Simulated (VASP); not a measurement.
# Ru (P6_3/mmc) in VASP: further runs

The runs below take Ru through single point, with PBE.

Program: VASP 6.6.1. These are calculated values, not measurements. Logs are shortened: lines on timing, memory, paths and dates and some standing lists are left out, and cuts for length are marked.

### Step 1. The cell of the first run

Symmetry: P6_3/mmc, No. 194, hexagonal system. The conventional cell has a = 2.635 Å, b = 2.635 Å, c = 4.579 Å, α = 90.00°, β = 90.00°, γ = 120.00°. Ru (site symmetry -6m2) has 12 Ru at 2.63 to 2.75 Å within 3.5 Å.

### Step 2. Single point, PBE

INCAR

```
PREC = Accurate
ENCUT = 520
EDIFF = 1E-6
ISMEAR = 0
SIGMA = 0.15
LREAL = F
LASPH = T
NELM = 100
ALGO = Fast
ISIF = 2
LWAVE = F
LCHARG = F
GGA = PE
NBANDS = 21
```

KPOINTS

```
Automatic mesh
0
Gamma
  30 30 16
```

POSCAR

```
Ru
1.0
    2.6349680189      0.0000000000      0.0000000000
   -1.3174840094      2.2819492425      0.0000000000
    0.0000000000      0.0000000000      4.5786471864
Ru
2
Direct
    0.3333333333      0.6666666667      0.2500000000
    0.6666666667      0.3333333333      0.7500000000
```

Potentials or basis: VASP PAW PBE potentials, release 64 (Ru_pv).

Command:

```
$ cat potpaw_PBE.64/Ru_pv/POTCAR > POTCAR
$ mpirun -np 1 vasp_std > vasp.out
```

OUTCAR:

```text
PREC = Accurate
   ENCUT = 520
   EDIFF = 1E-6
   ISMEAR = 0
   LREAL = F
   LASPH = T
   NELM = 100
   ISIF = 2
   GGA = PE

 ion  position               nearest neighbor table
   1  0.333  0.667  0.250-   2 2.75   2 2.75   2 2.75   2 2.75   2 2.75   2 2.75
   2  0.667  0.333  0.750-   1 2.75   1 2.75   1 2.75   1 2.75   1 2.75   1 2.75

  LATTYP: Found a hexagonal cell.
 ALAT       =     2.6349680189
 C/A-ratio  =     1.7376481056

  Lattice vectors:

 A1 = (   2.6349680189,   0.0000000000,   0.0000000000)
 A2 = (  -1.3174840094,   2.2819492425,   0.0000000000)
 A3 = (   0.0000000000,   0.0000000000,   4.5786471864)

Analysis of symmetry for initial positions (statically):
=====================================================================
 Subroutine PRICEL returns:
 Original cell was already a primitive cell.

 Routine SETGRP: Setting up the symmetry group for a
 hexagonal supercell.

 Subroutine GETGRP returns: Found 24 space group operations
 (whereof 12 operations were pure point group operations)
 out of a pool of 24 trial point group operations.

The static configuration has the point symmetry D_3d.
 The point group associated with its full space group is D_6h.

Analysis of symmetry for dynamics (positions and initial velocities):
=====================================================================
 Subroutine PRICEL returns:
 Original cell was already a primitive cell.

 Routine SETGRP: Setting up the symmetry group for a
 hexagonal supercell.

 Subroutine GETGRP returns: Found 24 space group operations
 (whereof 12 operations were pure point group operations)
 out of a pool of 24 trial point group operations.

The dynamic configuration has the point symmetry D_3d.
 The point group associated with its full space group is D_6h.

 Subroutine INISYM returns: Found 24 space group operations
 (whereof 12 operations are pure point group operations),
 and found     1 'primitive' translations

----------------------------------------------------------------------------------------

                                     Primitive cell

  volume of cell :      27.5308

  direct lattice vectors                    reciprocal lattice vectors
     2.634968019  0.000000000  0.000000000     0.379511248  0.219110921  0.000000000
    -1.317484009  2.281949243  0.000000000     0.000000000  0.438221842  0.000000000
     0.000000000  0.000000000  4.578647186     0.000000000  0.000000000  0.218405123

  length of vectors
     2.634968019  2.634968019  4.578647186     0.438221842  0.438221842  0.218405123

  position of ions in fractional coordinates (direct lattice)
     0.333333333  0.666666667  0.250000000
     0.666666667  0.333333333  0.750000000

  ion indices of the primitive-cell ions
   primitive index   ion index
                 1           1
                 2           2

----------------------------------------------------------------------------------------

 KPOINTS: Automatic mesh

Automatic generation of k-mesh.
 Grid dimensions read from file:
 generate k-points for:   30   30   16

 Generating k-lattice:

  Cartesian coordinates                     Fractional coordinates (reciprocal lattice)
     0.012650375  0.007303697  0.000000000     0.033333333  0.000000000  0.000000000
     0.000000000  0.014607395  0.000000000     0.000000000  0.033333333  0.000000000
     0.000000000  0.000000000  0.013650320     0.000000000  0.000000000  0.062500000

  Length of vectors
     0.014607395  0.014607395  0.013650320

  Shift w.r.t. Gamma in fractional coordinates (k-lattice)
     0.000000000  0.000000000  0.000000000

 Subroutine IBZKPT returns following result:
 ===========================================

 Found    819 irreducible k-points:

 Following reciprocal coordinates:
            Coordinates               Weight
  0.000000  0.000000  0.000000      1.000000
  0.033333  0.000000  0.000000      6.000000
  0.066667  0.000000  0.000000      6.000000
  0.100000  0.000000  0.000000      6.000000
  0.133333  0.000000  0.000000      6.000000
  0.166667  0.000000  0.000000      6.000000
[... 16 lines left out ...]
  0.233333  0.033333  0.000000     12.000000
  0.266667  0.033333  0.000000     12.000000
 [... further k-points ...]
   k-points           NKPTS =    819   k-points in BZ     NKDIM =    819   number of bands    NBANDS=     21
   number of dos      NEDOS =    301   number of ions     NIONS =      2
   total plane-waves  NPLWV =  14400
   dimension x,y,z NGX =    20 NGY =   20 NGZ =   36
   dimension x,y,z NGXF=    40 NGYF=   40 NGZF=   72
   ions per type =               2
   NGX,Y,Z   is equivalent  to a cutoff of  12.62, 12.62, 13.07 a.u.
   NGXF,Y,Z  is equivalent  to a cutoff of  25.24, 25.24, 26.14 a.u.
 SYSTEM =  unknown system
   PREC   = accura    normal or accurate (medium, high low for compatibility)
   ISTART =      0    job   : 0-new  1-cont  2-samecut
   ICHARG =      2    charge: 1-file 2-atom 10-const
   ISPIN  =      1    spin polarized calculation?
   LNONCOLLINEAR =      F non collinear calculations
   LSORBIT =      F    spin-orbit coupling
   LASPH  =      T    aspherical Exc in radial PAW
   ENCUT  =  520.0 eV  38.22 Ry    6.18 a.u.   4.90  4.90  8.51*2*pi/ulx,y,z
   NELM   =    100;   NELMIN=  2; NELMDL= -5     # of ELM steps
   EDIFF  = 0.1E-05   stopping-criterion for ELM
   LREAL  =      F    real-space projection
   EDIFFG = 0.1E-04   stopping-criterion for IOM
   NSW    =      0    number of steps for IOM
   IBRION =     -1    ionic relax: 0-MD 1-quasi-New 2-CG
   NFREE  =      0    steps in history (QN), initial steepest desc. (CG)
   ISIF   =      2    stress and relaxation
   ISYM   =      2    0-nonsym 1-usesym 2-fastsym
   POTIM  = 0.5000    time-step for ionic-motion
   TEBEG  =    0.0;   TEEND  =   0.0 temperature during run
   PSTRESS=    0.0 pullay stress
   NELECT =      28.0000    total number of electrons
   NUPDOWN=      -1.0000    fix difference up-down
   EMIN   =  10.00;   EMAX   =-10.00  energy-range for DOS
   EFERMI =   0.00;   METHOD = LEGACY
   ISMEAR =     0;   SIGMA  =   0.15  broadening in eV -4-tet -1-fermi 0-gaus
   EFERMI_NEDOS =   21; number of points for ismear=-14 and -15
   IALGO  =     68    algorithm
   IMIX   =      4    mixing-type and parameters
     AMIX     =   0.40;   BMIX     =  1.00
     AMIX_MAG =   1.60;   BMIX_MAG =  1.00
  volume/ion in A,a.u.               =      13.77        92.89
  Fermi-wavevector in a.u.,A,eV,Ry     =   1.646347  3.111144 36.878020  2.710458
  Thomas-Fermi vector in A             =   2.735990
   LORBIT       =      0    0 simple, 1 ext, 2 COOP (PROOUT), +10 PAW based schemes
   GGA     = PE    functional components
   LHFCALC =     F    Hartree Fock is set to
   AEXX    =    0.0000 exact exchange contribution
   IVDW    =     0    specifies the selected vdW correction
   LEPSILON=     F    determine dielectric tensor
   LRPA    =     F    only Hartree local field effects (RPA)
 non-spin polarized calculation
 RMM-DIIS sequential band-by-band and
 Gauss-broadening in eV      SIGMA  =   0.15
  energy-cutoff  :      520.00
  volume of cell :       27.53
 maximum number of plane-waves:       768
 NGX is ok and might be reduce to    20
   NGX =  9   NGY =  9   NGZ = 17

 number of electron      28.0000002 magnetization

 Free energy of the ion-electron system (eV)
  ---------------------------------------------------
  ext. energy  EPLUGINS =         0.00000000
  ---------------------------------------------------
  free energy    TOTEN  =       -18.23555918 eV

  energy without entropy =      -18.21659591  energy(sigma->0) =      -18.22607754

 E-fermi :  12.5976     XC(G=0): -14.0296

 val. band max:       12.5948955031   @ k =   0.1333   0.0000   0.3750
 cond. band min:      12.5982885421   @ k =   0.4667   0.0667   0.4375
 fundamental gap:      0.0033930390
 Fermi energy:        12.5976379957

 k-point     1 :       0.0000    0.0000    0.0000
  band No.  band energies     occupation
      1     -30.8701      2.00000
      2     -30.0004      2.00000
      3     -29.9763      2.00000
      4     -29.9763      2.00000
      5     -29.8801      2.00000
      6     -29.8801      2.00000
[... 13 lines left out ...]
     20      23.0624      0.00000
     21      23.0638      0.00000

 k-point     2 :       0.0333    0.0000    0.0000
  band No.  band energies     occupation
      1     -30.8665      2.00000
      2     -30.0011      2.00000
      3     -29.9869      2.00000
      4     -29.9793      2.00000
      5     -29.8910      2.00000
      6     -29.8820      2.00000
[... 13 lines left out ...]
     20      23.0622      0.00000
     21      23.0638      0.00000

 k-point     3 :       0.0667    0.0000    0.0000
  band No.  band energies     occupation
      1     -30.8559      2.00000
      2     -30.0184      2.00000
      3     -30.0031      2.00000
      4     -29.9883      2.00000
      5     -29.9231      2.00000
      6     -29.8877      2.00000
[... 13 lines left out ...]
     20      23.0622      0.00000
     21      23.0637      0.00000

 k-point     4 :       0.1000    0.0000    0.0000
  band No.  band energies     occupation
      1     -30.8384      2.00000
      2     -30.0693      2.00000
      3     -30.0066      2.00000
      4     -30.0026      2.00000
      5     -29.9747      2.00000
      6     -29.8971      2.00000
[... 13 lines left out ...]
     20      23.0622      0.00000
     21      23.0636      0.00000

 k-point     5 :       0.1333    0.0000    0.0000
  band No.  band energies     occupation
      1     -30.8147      2.00000
      2     -30.1373      2.00000
      3     -30.0430      2.00000
      4     -30.0216      2.00000
      5     -30.0117      2.00000
      6     -29.9097      2.00000
[... 13 lines left out ...]
     20      23.0622      0.00000
     21      23.0635      0.00000
[... 382 lines left out ...]
     20      23.0622      0.00000
     21      23.0634      0.00000

 k-point    22 :       0.2000    0.0333    0.0000
  band No.  band energies     occupation
      1     -30.7296      2.00000
      2     -30.3618      2.00000
      3     -30.2702      2.00000
      4     -30.0838      2.00000
      5     -30.0335      2.00000
      6     -29.9571      2.00000
[... 13 lines left out ...]
     20      23.0621      0.00000
     21      23.0633      0.00000

 k-point    23 :       0.2333    0.0333    0.0000
  band No.  band energies     occupation
      1     -30.6896      2.00000
      2     -30.4607      2.00000
      3     -30.3650      2.00000
      4     -30.1120      2.00000
      5     -30.0458      2.00000
      6     -29.9770      2.00000
[... 13 lines left out ...]
     20      23.0621      0.00000
     21      23.0632      0.00000

 k-point    24 :       0.2667    0.0333    0.0000
  band No.  band energies     occupation
      1     -30.6471      2.00000
      2     -30.5591      2.00000
      3     -30.4586      2.00000
      4     -30.1397      2.00000
      5     -30.0604      2.00000
      6     -29.9970      2.00000
[... 13 lines left out ...]
     20      23.0623      0.00000
     21      23.0636      0.00000

 [... further k-points ...]

------------------------ aborting loop because EDIFF is reached ----------------------------------------

  FORCE on cell =-STRESS in cart. coord.  units (eV):
  Direction    XX          YY          ZZ          XY          YZ          ZX
  --------------------------------------------------------------------------------------
  -------------------------------------------------------------------------------------
  Total        2.8878359      2.8878359     -4.5809250      0.0000000     -0.0000000      0.0000000
  in kB      168.0600875    168.0600875   -266.5908596      0.0000000     -0.0000000      0.0000000
  external PRESSURE =      23.1764385 kB  Pullay stress =       0.0000000 kB

 VOLUME and BASIS-vectors are now :
 -----------------------------------------------------------------------------
  energy-cutoff  :      520.00
  volume of cell :       27.53
      direct lattice vectors                 reciprocal lattice vectors
     2.634968019  0.000000000  0.000000000     0.379511248  0.219110921  0.000000000
    -1.317484009  2.281949243  0.000000000     0.000000000  0.438221842  0.000000000
     0.000000000  0.000000000  4.578647186     0.000000000  0.000000000  0.218405123

 POSITION                                       TOTAL-FORCE (eV/Angst)
 -----------------------------------------------------------------------------------
     -0.00000      1.52130      1.14466        -0.000000      0.000000      0.000000
      1.31748      0.76065      3.43399         0.000000     -0.000000      0.000000
 -----------------------------------------------------------------------------------
    total drift:                                0.000000     -0.000000      0.000000

  FREE ENERGIE OF THE ION-ELECTRON SYSTEM (eV)
  ---------------------------------------------------
  free  energy   TOTEN  =       -18.2355591754 eV

  energy  without entropy=      -18.2165959106  energy(sigma->0) =      -18.22607754
```

It took 11 min on 1 thread of Intel Xeon 8259CL, shared host; peak memory 0.45 GiB.

What came out:

```yaml
Free_energy: -18.2356 eV
Pressure: 2.3 GPa
Band_gap_on_the_k_mesh: zero (bands 14 and 15 overlap by 2.91 eV)
```

Stress tensor (GPa, compression positive):
```
 16.81   0.00   0.00
  0.00  16.81   0.00
  0.00   0.00 -26.66
```

Caveat: the stress differs along the axes, from -27 to 17 GPa.

(Continued in part 2 of 2.)
